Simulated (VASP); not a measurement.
# AlSi2 (P4_2/mnm) in VASP: single point with PBE

Aim: the single point of AlSi2 with PBE.

Everything below comes from runs of VASP 6.6.1. Logs are shortened: lines on timing, memory, paths and dates and some standing lists are left out, and cuts for length are marked.

## Step 1: The cell of the first run

The structure is tetragonal, space group P4_2/mnm (No. 136). Conventional cell: a = 5.191 Å, b = 5.191 Å, c = 4.572 Å, α = 90.00°, β = 90.00°, γ = 90.00°. Al (site symmetry mmm) has 6 Si at 2.47 to 2.58 Å within 3.3 Å. Si (site symmetry m2m) has 1 Si at 2.40 Å and 3 Al at 2.47 to 2.58 Å within 3.2 Å.

## Step 2: Single point, PBE

Input file INCAR:

```
SYSTEM = AlSi2
PREC = Accurate ; ENCUT = 520
EDIFF = 1E-6 ; ISMEAR = 0
SIGMA = 0.1 ; LREAL = .FALSE.
LASPH = .TRUE. ; NELM = 80
ALGO = Normal ; ISIF = 2
LWAVE = .FALSE. ; LCHARG = .FALSE.
GGA = PE ; NBANDS = 20
```

Input file KPOINTS:

```
Automatic mesh
0
G
  8 8 10
  0 0 0
```

Input file POSCAR:

```
AlSi2
1.0
    5.1908522229      0.0000000000      0.0000000000
    0.0000000000      5.1908522229      0.0000000000
    0.0000000000      0.0000000000      4.5717995574
Al Si
2 4
Direct
    0.0000000000      0.0000000000      0.0000000000
    0.5000000000      0.5000000000      0.5000000000
    0.3365671633      0.3365671633      0.0000000000
    0.1634328367      0.8365671633      0.5000000000
    0.6634328367      0.6634328367      0.0000000000
    0.8365671633      0.1634328367      0.5000000000
```

Potentials or basis: VASP PAW PBE potentials, release 64 (Al, Si).

The run is started by

```
cat potpaw_PBE.64/Al/POTCAR potpaw_PBE.64/Si/POTCAR > POTCAR
mpirun -np 1 vasp_std > vasp.out
```

OUTCAR:

```text
SYSTEM = AlSi2
   PREC = Accurate
   ENCUT = 520
   EDIFF = 1E-6
   ISMEAR = 0
   LREAL = .FALSE.
   LASPH = .TRUE.
   NELM = 80
   ISIF = 2
   GGA = PE

 ion  position               nearest neighbor table
   1  0.000  0.000  0.000-   3 2.47   5 2.47   4 2.58   6 2.58   4 2.58   6 2.58
   2  0.500  0.500  0.500-   4 2.47   6 2.47   5 2.58   3 2.58   3 2.58   5 2.58
   3  0.337  0.337  0.000-   5 2.40   1 2.47   2 2.58   2 2.58
   4  0.163  0.837  0.500-   6 2.40   2 2.47   1 2.58   1 2.58
   5  0.663  0.663  0.000-   3 2.40   1 2.47   2 2.58   2 2.58
   6  0.837  0.163  0.500-   4 2.40   2 2.47   1 2.58   1 2.58

  LATTYP: Found a simple tetragonal cell.
 ALAT       =     5.1908522229
 C/A-ratio  =     0.8807416126

  Lattice vectors:

 A1 = (   5.1908522229,   0.0000000000,   0.0000000000)
 A2 = (   0.0000000000,   5.1908522229,   0.0000000000)
 A3 = (   0.0000000000,   0.0000000000,   4.5717995574)

Analysis of symmetry for initial positions (statically):
=====================================================================
 Subroutine PRICEL returns:
 Original cell was already a primitive cell.

 Routine SETGRP: Setting up the symmetry group for a
 simple tetragonal supercell.

 Subroutine GETGRP returns: Found 16 space group operations
 (whereof  8 operations were pure point group operations)
 out of a pool of 16 trial point group operations.

The static configuration has the point symmetry D_2h.
 The point group associated with its full space group is D_4h.

Analysis of symmetry for dynamics (positions and initial velocities):
=====================================================================
 Subroutine PRICEL returns:
 Original cell was already a primitive cell.

 Routine SETGRP: Setting up the symmetry group for a
 simple tetragonal supercell.

 Subroutine GETGRP returns: Found 16 space group operations
 (whereof  8 operations were pure point group operations)
 out of a pool of 16 trial point group operations.

The dynamic configuration has the point symmetry D_2h.
 The point group associated with its full space group is D_4h.

 Subroutine INISYM returns: Found 16 space group operations
 (whereof  8 operations are pure point group operations),
 and found     1 'primitive' translations

----------------------------------------------------------------------------------------

                                     Primitive cell

  volume of cell :     123.1869

  direct lattice vectors                    reciprocal lattice vectors
     5.190852223  0.000000000  0.000000000     0.192646594  0.000000000  0.000000000
     0.000000000  5.190852223  0.000000000     0.000000000  0.192646594  0.000000000
     0.000000000  0.000000000  4.571799557     0.000000000  0.000000000  0.218732249

  length of vectors
     5.190852223  5.190852223  4.571799557     0.192646594  0.192646594  0.218732249

  position of ions in fractional coordinates (direct lattice)
     0.000000000  0.000000000  0.000000000
     0.500000000  0.500000000  0.500000000
     0.336567163  0.336567163  0.000000000
     0.163432837  0.836567163  0.500000000
     0.663432837  0.663432837  0.000000000
     0.836567163  0.163432837  0.500000000

  ion indices of the primitive-cell ions
   primitive index   ion index
                 1           1
                 2           2
                 3           3
                 4           4
                 5           5
                 6           6

----------------------------------------------------------------------------------------

 KPOINTS: Automatic mesh

Automatic generation of k-mesh.
 Grid dimensions read from file:
 generate k-points for:    8    8   10

 Generating k-lattice:

  Cartesian coordinates                     Fractional coordinates (reciprocal lattice)
     0.024080824  0.000000000  0.000000000     0.125000000  0.000000000  0.000000000
     0.000000000  0.024080824  0.000000000     0.000000000  0.125000000  0.000000000
     0.000000000  0.000000000  0.021873225     0.000000000  0.000000000  0.100000000

  Length of vectors
     0.024080824  0.024080824  0.021873225

  Shift w.r.t. Gamma in fractional coordinates (k-lattice)
     0.000000000  0.000000000  0.000000000

 Subroutine IBZKPT returns following result:
 ===========================================

 Found     90 irreducible k-points:

 Following reciprocal coordinates:
            Coordinates               Weight
  0.000000  0.000000  0.000000      1.000000
  0.125000  0.000000  0.000000      4.000000
  0.250000  0.000000  0.000000      4.000000
  0.375000  0.000000  0.000000      4.000000
  0.500000  0.000000  0.000000      2.000000
  0.125000  0.125000  0.000000      4.000000
[... 16 lines left out ...]
  0.375000  0.125000  0.100000     16.000000
  0.500000  0.125000  0.100000      8.000000
 [... further k-points ...]
   k-points           NKPTS =     90   k-points in BZ     NKDIM =     90   number of bands    NBANDS=     20
   number of dos      NEDOS =    301   number of ions     NIONS =      6
   total plane-waves  NPLWV =  57600
   dimension x,y,z NGX =    40 NGY =   40 NGZ =   36
   dimension x,y,z NGXF=    80 NGYF=   80 NGZF=   72
   ions per type =               2   4
   NGX,Y,Z   is equivalent  to a cutoff of  12.81, 12.81, 13.09 a.u.
   NGXF,Y,Z  is equivalent  to a cutoff of  25.62, 25.62, 26.18 a.u.
 SYSTEM =  AlSi2
   PREC   = accura    normal or accurate (medium, high low for compatibility)
   ISTART =      0    job   : 0-new  1-cont  2-samecut
   ICHARG =      2    charge: 1-file 2-atom 10-const
   ISPIN  =      1    spin polarized calculation?
   LNONCOLLINEAR =      F non collinear calculations
   LSORBIT =      F    spin-orbit coupling
   LASPH  =      T    aspherical Exc in radial PAW
   ENCUT  =  520.0 eV  38.22 Ry    6.18 a.u.   9.65  9.65  8.50*2*pi/ulx,y,z
   NELM   =     80;   NELMIN=  2; NELMDL= -5     # of ELM steps
   EDIFF  = 0.1E-05   stopping-criterion for ELM
   LREAL  =      F    real-space projection
   EDIFFG = 0.1E-04   stopping-criterion for IOM
   NSW    =      0    number of steps for IOM
   IBRION =     -1    ionic relax: 0-MD 1-quasi-New 2-CG
   NFREE  =      0    steps in history (QN), initial steepest desc. (CG)
   ISIF   =      2    stress and relaxation
   ISYM   =      2    0-nonsym 1-usesym 2-fastsym
   POTIM  = 0.5000    time-step for ionic-motion
   TEBEG  =    0.0;   TEEND  =   0.0 temperature during run
   PSTRESS=    0.0 pullay stress
   NELECT =      22.0000    total number of electrons
   NUPDOWN=      -1.0000    fix difference up-down
   EMIN   =  10.00;   EMAX   =-10.00  energy-range for DOS
   EFERMI =   0.00;   METHOD = LEGACY
   ISMEAR =     0;   SIGMA  =   0.10  broadening in eV -4-tet -1-fermi 0-gaus
   EFERMI_NEDOS =   21; number of points for ismear=-14 and -15
   IALGO  =     38    algorithm
   IMIX   =      4    mixing-type and parameters
     AMIX     =   0.40;   BMIX     =  1.00
     AMIX_MAG =   1.60;   BMIX_MAG =  1.00
  volume/ion in A,a.u.               =      20.53       138.55
  Fermi-wavevector in a.u.,A,eV,Ry     =   0.921922  1.742180 11.564140  0.849940
  Thomas-Fermi vector in A             =   2.047392
   LORBIT       =      0    0 simple, 1 ext, 2 COOP (PROOUT), +10 PAW based schemes
   GGA     = PE    functional components
   LHFCALC =     F    Hartree Fock is set to
   AEXX    =    0.0000 exact exchange contribution
   IVDW    =     0    specifies the selected vdW correction
   LEPSILON=     F    determine dielectric tensor
   LRPA    =     F    only Hartree local field effects (RPA)
 non-spin polarized calculation
 Gauss-broadening in eV      SIGMA  =   0.10
  energy-cutoff  :      520.00
  volume of cell :      123.19
 maximum number of plane-waves:      3370
 NGX is ok and might be reduce to    40
   NGX = 19   NGY = 19   NGZ = 17

 number of electron      21.9999999 magnetization

 Free energy of the ion-electron system (eV)
  ---------------------------------------------------
  ext. energy  EPLUGINS =         0.00000000
  ---------------------------------------------------
  free energy    TOTEN  =       -24.71302423 eV

  energy without entropy =      -24.70017472  energy(sigma->0) =      -24.70659948

 E-fermi :   5.6337     XC(G=0):  -9.4615

 val. band max:        5.6145640438   @ k =   0.3750   0.3750   0.4000
 cond. band min:       5.6522623572   @ k =   0.1250   0.1250   0.5000
 fundamental gap:      0.0376983133
 Fermi energy:         5.6336767884

 k-point     1 :       0.0000    0.0000    0.0000
  band No.  band energies     occupation
      1      -5.7504      2.00000
      2      -2.7684      2.00000
      3      -0.6888      2.00000
      4      -0.6888      2.00000
      5       0.9715      2.00000
      6       1.3336      2.00000
[... 12 lines left out ...]
     19      10.8030      0.00000
     20      10.8030      0.00000

 k-point     2 :       0.1250    0.0000    0.0000
  band No.  band energies     occupation
      1      -5.6792      2.00000
      2      -2.9898      2.00000
      3      -0.6400      2.00000
      4      -0.6106      2.00000
      5       1.0541      2.00000
      6       1.3998      2.00000
[... 12 lines left out ...]
     19      10.4517      0.00000
     20      10.5218      0.00000

 k-point     3 :       0.2500    0.0000    0.0000
  band No.  band energies     occupation
      1      -5.4674      2.00000
      2      -3.5043      2.00000
      3      -0.5057      2.00000
      4      -0.4361      2.00000
      5       1.2079      2.00000
      6       1.5964      2.00000
[... 12 lines left out ...]
     19      10.0949      0.00000
     20      10.1386      0.00000

 k-point     4 :       0.3750    0.0000    0.0000
  band No.  band energies     occupation
      1      -5.1218      2.00000
      2      -4.0989      2.00000
      3      -0.3313      2.00000
      4      -0.2639      2.00000
      5       1.3352      2.00000
      6       1.9167      2.00000
[... 429 lines left out ...]
 k-point    23 :       0.3750    0.1250    0.1000
  band No.  band energies     occupation
      1      -5.0008      2.00000
      2      -4.0294      2.00000
      3      -0.8230      2.00000
      4      -0.4193      2.00000
      5       1.3275      2.00000
      6       1.5455      2.00000
[... 12 lines left out ...]
     19      10.2519      0.00000
     20      10.3658      0.00000

 k-point    24 :       0.5000    0.1250    0.1000
  band No.  band energies     occupation
      1      -4.5525      2.00000
      2      -4.5525      2.00000
      3      -0.5929      2.00000
      4      -0.5929      2.00000
      5       1.4210      2.00000
      6       1.4210      2.00000
[... 12 lines left out ...]
     19      10.2981      0.00000
     20      10.2981      0.00000

 [... further k-points ...]
[... 5 lines left out ...]
  --------------------------------------------------------------------------------------
  -------------------------------------------------------------------------------------
  Total       -0.0176891     -0.0176891     -0.0325294     -0.0000000      0.0000000      0.0000000
  in kB       -0.2300658     -0.2300658     -0.4230791     -0.0000000      0.0000000      0.0000000
  external PRESSURE =      -0.2944036 kB  Pullay stress =       0.0000000 kB

 VOLUME and BASIS-vectors are now :
 -----------------------------------------------------------------------------
  energy-cutoff  :      520.00
  volume of cell :      123.19
      direct lattice vectors                 reciprocal lattice vectors
     5.190852223  0.000000000  0.000000000     0.192646594  0.000000000  0.000000000
     0.000000000  5.190852223  0.000000000     0.000000000  0.192646594  0.000000000
     0.000000000  0.000000000  4.571799557     0.000000000  0.000000000  0.218732249

 POSITION                                       TOTAL-FORCE (eV/Angst)
 -----------------------------------------------------------------------------------
      0.00000      0.00000      0.00000         0.000000     -0.000000      0.000000
      2.59543      2.59543      2.28590         0.000000     -0.000000      0.000000
      1.74707      1.74707      0.00000         0.002720      0.002720     -0.000000
      0.84836      4.34250      2.28590        -0.002720      0.002720     -0.000000
      3.44378      3.44378      0.00000        -0.002720     -0.002720      0.000000
      4.34250      0.84836      2.28590         0.002720     -0.002720      0.000000
 -----------------------------------------------------------------------------------
    total drift:                                0.000000     -0.000000      0.000000

  FREE ENERGIE OF THE ION-ELECTRON SYSTEM (eV)
  ---------------------------------------------------
  free  energy   TOTEN  =       -24.7130242321 eV

  energy  without entropy=      -24.7001747184  energy(sigma->0) =      -24.70659948
```

It took 88 s on 1 thread of AMD EPYC 9R45 (Zen 5), shared host; peak memory 0.3 GiB.

Results:

* Free energy: -24.7130 eV
* Pressure: 0.0 GPa
* Largest force: 0.004 eV/Å
* Band gap on the k mesh: zero (bands 11 and 12 overlap by 3.38 eV)

Forces on the atoms (eV/Å):
```
Al   0.000  0.000  0.000
Al   0.000  0.000  0.000
Si   0.003  0.003  0.000
Si  -0.003  0.003  0.000
Si  -0.003 -0.003  0.000
Si   0.003 -0.003  0.000
```

Levels at points of the mesh, in eV from the Fermi level:
| k point | band 7 | band 8 | band 9 | band 10 | band 11 | band 12 | band 13 | band 14 | band 15 | band 16 |
| --- | --- | --- | --- | --- | --- | --- | --- | --- | --- | --- |
| (0.00, 0.00, 0.00) | -2.38 | -2.13 | -1.54 | -0.74 | -0.74 | 0.64 | 0.72 | 0.72 | 1.58 | 1.58 |
| (0.50, 0.00, 0.00) | -3.29 | -3.29 | -1.75 | -1.75 | 0.38 | 0.38 | 1.34 | 1.34 | 2.12 | 2.12 |
| (0.50, 0.50, 0.00) | -2.96 | -2.96 | -0.80 | -0.80 | -0.15 | -0.15 | 0.88 | 0.88 | 1.90 | 1.90 |
| (0.00, 0.00, 0.50) | -2.35 | -2.35 | -0.76 | -0.76 | -0.35 | -0.35 | 0.57 | 0.57 | 1.04 | 1.04 |
| (0.50, 0.00, 0.50) | -3.31 | -3.31 | -1.94 | -1.94 | -1.44 | -1.44 | 2.33 | 2.33 | 3.47 | 3.47 |
| (0.50, 0.50, 0.50) | -4.18 | -4.18 | 0.27 | 0.27 | 1.94 | 1.94 | 2.23 | 2.23 | 3.06 | 3.06 |
